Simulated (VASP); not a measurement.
# Te2Mo (R-3m) in VASP: a series of runs

The runs below take Te2Mo through single point, with PBE+D3(BJ), PBE+D4, PBE, LDA.

All numbers are computed with VASP 6.6.1; they aren't measurements. Logs are shortened: lines on timing, memory, paths and dates and some standing lists are left out, and cuts for length are marked.

## Step 1: The cell of the first run

It takes space group R-3m (No. 166, trigonal). Conventional cell: a = 3.444 Å, b = 3.444 Å, c = 20.601 Å, α = 90.00°, β = 90.00°, γ = 120.00°. Mo (site symmetry -3m) has 6 Te at 2.73 Å and 6 Mo at 3.44 Å within 3.6 Å. Within 3.8 Å of Te (site symmetry 3m) lie 3 Mo at 2.73 Å and 9 Te at 3.44 to 3.70 Å.

## Step 2: Single point, PBE+D3(BJ)

Contents of INCAR:

```
SYSTEM = Te2Mo
  PREC = Accurate
  ENCUT = 520
  EDIFF = 1E-6
  ISMEAR = -1
  SIGMA = 0.02
  LREAL = .False.
  LASPH = .True.
  NELM = 60
  ALGO = Normal
  ISIF = 2
  LWAVE = .False.
  LCHARG = .False.
  GGA = PE
  IVDW = 12
  NBANDS = 20
```

Contents of KPOINTS:

```
regular mesh
0
Gamma
  6 6 6
  0 0 0
```

Contents of POSCAR:

```
Te2Mo
1.0
    1.7220310667      0.9942150999      6.8671583102
   -1.7220310667      0.9942150999      6.8671583102
    0.0000000000     -1.9884301998      6.8671583102
Mo Te
1 2
Direct
    0.0000000000      0.0000000000      0.0000000000
    0.2425105893      0.2425105893      0.2425105893
    0.7574894107      0.7574894107      0.7574894107
```

Potentials or basis: VASP PAW PBE potentials, release 64 (Mo_sv, Te).

Run with:

```sh
cat potpaw_PBE.64/Mo_sv/POTCAR potpaw_PBE.64/Te/POTCAR > POTCAR
mpirun -np 1 vasp_std > vasp.out
```

OUTCAR:

```text
SYSTEM = Te2Mo
   PREC = Accurate
   ENCUT = 520
   EDIFF = 1E-6
   ISMEAR = -1
   LREAL = .False.
   LASPH = .True.
   NELM = 60
   ISIF = 2
   GGA = PE
   IVDW = 12
 IVDW          = 12

 ion  position               nearest neighbor table
   1  0.000  0.000  0.000-   3 2.73   2 2.73   3 2.73   3 2.73   2 2.73   2 2.73
   2  0.243  0.243  0.243-   1 2.73   1 2.73   1 2.73
   3  0.757  0.757  0.757-   1 2.73   1 2.73   1 2.73

  LATTYP: Found a trigonal (rhomboedric) cell.
 ALAT       =     7.1492459684
 COS(alpha) =     0.8839643387

  Lattice vectors:

 A1 = (   1.7220310667,   0.9942150999,   6.8671583102)
 A2 = (  -1.7220310667,   0.9942150999,   6.8671583102)
 A3 = (   0.0000000000,  -1.9884301998,   6.8671583102)

Analysis of symmetry for initial positions (statically):
=====================================================================
 Subroutine PRICEL returns:
 Original cell was already a primitive cell.

 Routine SETGRP: Setting up the symmetry group for a
 trigonal (rhombohedral) supercell.

 Subroutine GETGRP returns: Found 12 space group operations
 (whereof 12 operations were pure point group operations)
 out of a pool of 12 trial point group operations.

The static configuration has the point symmetry D_3d.

Analysis of symmetry for dynamics (positions and initial velocities):
=====================================================================
 Subroutine PRICEL returns:
 Original cell was already a primitive cell.

 Routine SETGRP: Setting up the symmetry group for a
 trigonal (rhombohedral) supercell.

 Subroutine GETGRP returns: Found 12 space group operations
 (whereof 12 operations were pure point group operations)
 out of a pool of 12 trial point group operations.

The dynamic configuration has the point symmetry D_3d.

 Subroutine INISYM returns: Found 12 space group operations
 (whereof 12 operations are pure point group operations),
 and found     1 'primitive' translations

----------------------------------------------------------------------------------------

                                     Primitive cell

  volume of cell :      70.5423

  direct lattice vectors                    reciprocal lattice vectors
     1.722031067  0.994215100  6.867158310     0.290354808  0.167636427  0.048540214
    -1.722031067  0.994215100  6.867158310    -0.290354808  0.167636427  0.048540214
     0.000000000 -1.988430200  6.867158310     0.000000000 -0.335272853  0.048540214

  length of vectors
     7.149245968  7.149245968  7.149245968     0.338768414  0.338768414  0.338768414

  position of ions in fractional coordinates (direct lattice)
     0.000000000  0.000000000  0.000000000
     0.242510589  0.242510589  0.242510589
     0.757489411  0.757489411  0.757489411

  ion indices of the primitive-cell ions
   primitive index   ion index
                 1           1
                 2           2
                 3           3

----------------------------------------------------------------------------------------

 KPOINTS: regular mesh

Automatic generation of k-mesh.
 Grid dimensions read from file:
 generate k-points for:    6    6    6

 Generating k-lattice:

  Cartesian coordinates                     Fractional coordinates (reciprocal lattice)
     0.048392468  0.027939404  0.008090036     0.166666667  0.000000000  0.000000000
    -0.048392468  0.027939404  0.008090036     0.000000000  0.166666667  0.000000000
     0.000000000 -0.055878809  0.008090036     0.000000000  0.000000000  0.166666667

  Length of vectors
     0.056461402  0.056461402  0.056461402

  Shift w.r.t. Gamma in fractional coordinates (k-lattice)
     0.000000000  0.000000000  0.000000000

 Subroutine IBZKPT returns following result:
 ===========================================

 Found     32 irreducible k-points:

 Following reciprocal coordinates:
            Coordinates               Weight
  0.000000  0.000000  0.000000      1.000000
  0.166667  0.000000  0.000000      6.000000
  0.333333  0.000000 -0.000000      6.000000
  0.500000  0.000000  0.000000      3.000000
  0.166667  0.166667  0.000000      6.000000
  0.333333  0.166667  0.000000     12.000000
[... 16 lines left out ...]
  0.500000  0.500000  0.166667      6.000000
 -0.333333  0.500000  0.166667     12.000000
 [... further k-points ...]
   k-points           NKPTS =     32   k-points in BZ     NKDIM =     32   number of bands    NBANDS=     20
   number of dos      NEDOS =    301   number of ions     NIONS =      3
   total plane-waves  NPLWV = 157464
   dimension x,y,z NGX =    54 NGY =   54 NGZ =   54
   dimension x,y,z NGXF=   108 NGYF=  108 NGZF=  108
   ions per type =               1   2
   NGX,Y,Z   is equivalent  to a cutoff of  12.56, 12.56, 12.56 a.u.
   NGXF,Y,Z  is equivalent  to a cutoff of  25.11, 25.11, 25.11 a.u.
 SYSTEM =  Te2Mo
   PREC   = accura    normal or accurate (medium, high low for compatibility)
   ISTART =      0    job   : 0-new  1-cont  2-samecut
   ICHARG =      2    charge: 1-file 2-atom 10-const
   ISPIN  =      1    spin polarized calculation?
   LNONCOLLINEAR =      F non collinear calculations
   LSORBIT =      F    spin-orbit coupling
   LASPH  =      T    aspherical Exc in radial PAW
   ENCUT  =  520.0 eV  38.22 Ry    6.18 a.u.  13.29 13.29 13.29*2*pi/ulx,y,z
   NELM   =     60;   NELMIN=  2; NELMDL= -5     # of ELM steps
   EDIFF  = 0.1E-05   stopping-criterion for ELM
   LREAL  =      F    real-space projection
   EDIFFG = 0.1E-04   stopping-criterion for IOM
   NSW    =      0    number of steps for IOM
   IBRION =     -1    ionic relax: 0-MD 1-quasi-New 2-CG
   NFREE  =      0    steps in history (QN), initial steepest desc. (CG)
   ISIF   =      2    stress and relaxation
   ISYM   =      2    0-nonsym 1-usesym 2-fastsym
   POTIM  = 0.5000    time-step for ionic-motion
   TEBEG  =    0.0;   TEEND  =   0.0 temperature during run
   PSTRESS=    0.0 pullay stress
   NELECT =      26.0000    total number of electrons
   NUPDOWN=      -1.0000    fix difference up-down
   EMIN   =  10.00;   EMAX   =-10.00  energy-range for DOS
   EFERMI =   0.00;   METHOD = LEGACY
   ISMEAR =    -1;   SIGMA  =   0.02  broadening in eV -4-tet -1-fermi 0-gaus
   EFERMI_NEDOS =   21; number of points for ismear=-14 and -15
   IALGO  =     38    algorithm
   IMIX   =      4    mixing-type and parameters
     AMIX     =   0.40;   BMIX     =  1.00
     AMIX_MAG =   1.60;   BMIX_MAG =  1.00
  volume/ion in A,a.u.               =      23.51       158.68
  Fermi-wavevector in a.u.,A,eV,Ry     =   1.173769  2.218102 18.745213  1.377734
  Thomas-Fermi vector in A             =   2.310177
   LORBIT       =      0    0 simple, 1 ext, 2 COOP (PROOUT), +10 PAW based schemes
   GGA     = PE    functional components
   LHFCALC =     F    Hartree Fock is set to
   AEXX    =    0.0000 exact exchange contribution
   IVDW    =    12    specifies the selected vdW correction
   LEPSILON=     F    determine dielectric tensor
   LRPA    =     F    only Hartree local field effects (RPA)
 non-spin polarized calculation
  energy-cutoff  :      520.00
  volume of cell :       70.54
 maximum number of plane-waves:      1918
 NGX is ok and might be reduce to    54
   NGX = 27   NGY = 27   NGZ = 27

 number of electron      25.9999999 magnetization

 Free energy of the ion-electron system (eV)
  ---------------------------------------------------
  ext. energy  EPLUGINS =         0.00000000
  ---------------------------------------------------
  free energy    TOTEN  =       -17.48530652 eV

  energy without entropy =      -17.48439078  energy(sigma->0) =      -17.48484865

 E-fermi :   9.2607     XC(G=0): -10.8268

 val. band max:        9.2135548795   @ k =  -0.1667   0.5000   0.1667
 cond. band min:       9.3001921491   @ k =  -0.3333   0.5000   0.3333
 fundamental gap:      0.0866372696
 Fermi energy:         9.2606964064

 k-point     1 :       0.0000    0.0000    0.0000
  band No.  band energies     occupation
      1     -51.8246      2.00000
      2     -25.9746      2.00000
      3     -25.8618      2.00000
      4     -25.8618      2.00000
      5      -4.3601      2.00000
      6      -2.9337      2.00000
[... 12 lines left out ...]
     19      15.6027      0.00000
     20      17.7380      0.00000

 k-point     2 :       0.1667    0.0000    0.0000
  band No.  band energies     occupation
      1     -51.8214      2.00000
      2     -25.9661      2.00000
      3     -25.9018      2.00000
      4     -25.8712      2.00000
      5      -3.9259      2.00000
      6      -2.6794      2.00000
[... 12 lines left out ...]
     19      16.3201      0.00000
     20      17.2689      0.00000

 k-point     3 :       0.3333    0.0000   -0.0000
  band No.  band energies     occupation
      1     -51.8150      2.00000
      2     -25.9811      2.00000
      3     -25.9487      2.00000
      4     -25.8899      2.00000
      5      -2.8077      2.00000
      6      -1.9971      2.00000
[... 12 lines left out ...]
     19      15.4086      0.00000
     20      15.5115      0.00000

 k-point     4 :       0.5000    0.0000    0.0000
  band No.  band energies     occupation
      1     -51.8118      2.00000
      2     -26.0201      2.00000
      3     -25.9402      2.00000
      4     -25.8993      2.00000
      5      -2.0460      2.00000
      6      -1.3976      2.00000
[... 12 lines left out ...]
     19      14.5572      0.00000
     20      15.2013      0.00000

 k-point     5 :       0.1667    0.1667    0.0000
  band No.  band energies     occupation
      1     -51.8214      2.00000
      2     -25.9661      2.00000
      3     -25.9018      2.00000
      4     -25.8712      2.00000
      5      -3.8998      2.00000
      6      -2.7249      2.00000
[... 12 lines left out ...]
     19      16.2239      0.00000
     20      17.5140      0.00000
[... 353 lines left out ...]
      6      -1.5430      2.00000
[... 12 lines left out ...]
     19      15.3026      0.00000
     20      16.7341      0.00000

 k-point    22 :      -0.1667    0.3333    0.1667
  band No.  band energies     occupation
      1     -51.8118      2.00000
      2     -25.9997      2.00000
      3     -25.9404      2.00000
      4     -25.9198      2.00000
      5      -1.9224      2.00000
      6      -1.6549      2.00000
[... 12 lines left out ...]
     19      15.0235      0.00000
     20      16.6910      0.00000

 k-point    23 :       0.5000    0.5000    0.1667
  band No.  band energies     occupation
      1     -51.8150      2.00000
      2     -25.9811      2.00000
      3     -25.9487      2.00000
      4     -25.8899      2.00000
      5      -2.5304      2.00000
      6      -2.3323      2.00000
[... 12 lines left out ...]
     19      15.1090      0.00000
     20      16.0134      0.00000

 k-point    24 :      -0.3333    0.5000    0.1667
  band No.  band energies     occupation
      1     -51.8118      2.00000
      2     -25.9997      2.00000
      3     -25.9404      2.00000
      4     -25.9198      2.00000
      5      -1.9217      2.00000
      6      -1.6330      2.00000
[... 12 lines left out ...]
     19      14.8926      0.00000
     20      16.5296      0.00000

 [... further k-points ...]

------------------------ aborting loop because EDIFF is reached ----------------------------------------

 Edisp (eV)   -1.70994

 E8    (eV) :    -0.7878

  FORCE on cell =-STRESS in cart. coord.  units (eV):
  Direction    XX          YY          ZZ          XY          YZ          ZX
  --------------------------------------------------------------------------------------
  -------------------------------------------------------------------------------------
  Total      -0.02155    -0.02155     0.02428     0.00000    -0.00000     0.00000
  in kB      -0.48947    -0.48947     0.55152     0.00000    -0.00000     0.00000
  external pressure =       -0.14 kB  Pullay stress =        0.00 kB

 VOLUME and BASIS-vectors are now :
 -----------------------------------------------------------------------------
  energy-cutoff  :      520.00
  volume of cell :       70.54
      direct lattice vectors                 reciprocal lattice vectors
     1.722031067  0.994215100  6.867158310     0.290354808  0.167636427  0.048540214
    -1.722031067  0.994215100  6.867158310    -0.290354808  0.167636427  0.048540214
     0.000000000 -1.988430200  6.867158310     0.000000000 -0.335272853  0.048540214

 POSITION                                       TOTAL-FORCE (eV/Angst)
 -----------------------------------------------------------------------------------
      0.00000      0.00000      0.00000         0.000000     -0.000000      0.000000
      0.00000      0.00000      4.99608         0.000000      0.000000     -0.013964
      0.00000      0.00000     15.60540         0.000000      0.000000      0.013964
 -----------------------------------------------------------------------------------
    total drift:                                0.000000      0.000000      0.000000

  FREE ENERGIE OF THE ION-ELECTRON SYSTEM (eV)
  ---------------------------------------------------
  free  energy   TOTEN  =       -19.1952428799 eV

  energy  without entropy=      -19.1943271489  energy(sigma->0) =      -19.19478501
```

It took 2 min on 1 thread of Intel Xeon Platinum 8488C (Sapphire Rapids), shared host; peak memory 0.37 GiB.

Results:

```
Free energy                : -19.1952 eV
Pressure                   : 0.0 GPa
Largest force              : 0.014 eV/Å
Band gap on the k mesh     : 0.09 eV (least direct gap 0.21 eV)
Dispersion energy per atom : -0.570 eV
```

Forces in eV/Å, atoms in the order of the input:
```
Mo   0.000  0.000  0.000
Te   0.000  0.000 -0.014
Te   0.000  0.000  0.014
```

Caveat: spin-orbit coupling is left out, which moves the levels of the heavy elements.

## Step 3: Single point, PBE+D4

This run uses another cell than the first one, of 23.58 Å³/atom.

Contents of INCAR:

```
SYSTEM = Te2Mo
PREC = Accurate
ENCUT = 520
EDIFF = 1E-7
ISMEAR = -1
SIGMA = 0.02
LREAL = .FALSE.
LASPH = .TRUE.
NELM = 100
ALGO = Normal
ISIF = 2
LWAVE = .FALSE.
LCHARG = .TRUE.
GGA = PE
IVDW = 13
LELF = .TRUE.
LVHAR = .TRUE.
NBANDS = 20
```

Contents of KPOINTS:

```
Automatic mesh
0
G
  8 8 8
  0 0 0
```

Contents of POSCAR:

```
Te2Mo
1.0
    1.7254603879      0.9961950194      6.8590217708
   -1.7254603879      0.9961950194      6.8590217708
    0.0000000000     -1.9923900389      6.8590217708
Mo Te
1 2
Direct
    0.0000000000      0.0000000000      0.0000000000
    0.2424933783      0.2424933783      0.2424933783
    0.7575066217      0.7575066217      0.7575066217
```

Potentials or basis: VASP PAW PBE potentials, release 64 (Mo_sv, Te).

Run with:

```sh
cat potpaw_PBE.64/Mo_sv/POTCAR potpaw_PBE.64/Te/POTCAR > POTCAR
mpirun -np 1 vasp_std > vasp.out
```

Wall time 4.7 min (1 thread of Intel Xeon Platinum 8488C (Sapphire Rapids), shared host); peak memory 0.43 GiB.

Results (log left out):

```
Free energy                : -19.2458 eV
Pressure                   : 0.0 GPa
Largest force              : 0.014 eV/Å
Band gap on the k mesh     : zero (bands 13 and 14 overlap by 0.02 eV)
Dispersion energy per atom : -0.590 eV
```

Forces on the atoms (eV/Å):
```
Mo   0.000  0.000  0.000
Te   0.000  0.000 -0.014
Te   0.000  0.000  0.014
```

Stress tensor (GPa, compression positive):
```
-0.04  0.00  0.00
 0.00 -0.04  0.00
 0.00  0.00  0.04
```

Levels at points of the mesh, in eV from the Fermi level:
| k point | band 10 | band 11 | band 12 | band 13 | band 14 | band 15 | band 16 | band 17 |
| --- | --- | --- | --- | --- | --- | --- | --- | --- |
| (0.00, 0.00, 0.00) | -1.72 | -0.77 | -0.62 | -0.62 | 1.83 | 1.83 | 3.59 | 3.59 |
| (0.50, 0.00, 0.00) | -2.84 | -2.22 | -1.81 | -0.23 | 0.95 | 1.38 | 2.62 | 2.73 |
| (0.50, 0.50, 0.00) | -2.67 | -2.41 | -2.10 | -0.78 | 0.95 | 1.04 | 3.45 | 3.52 |
| (0.50, 0.50, 0.50) | -2.26 | -0.61 | -0.61 | -0.44 | 1.52 | 1.52 | 3.94 | 3.94 |

Caveat: spin-orbit coupling is left out, which moves the levels of the heavy elements.

(Continued in part 2 of 2.)
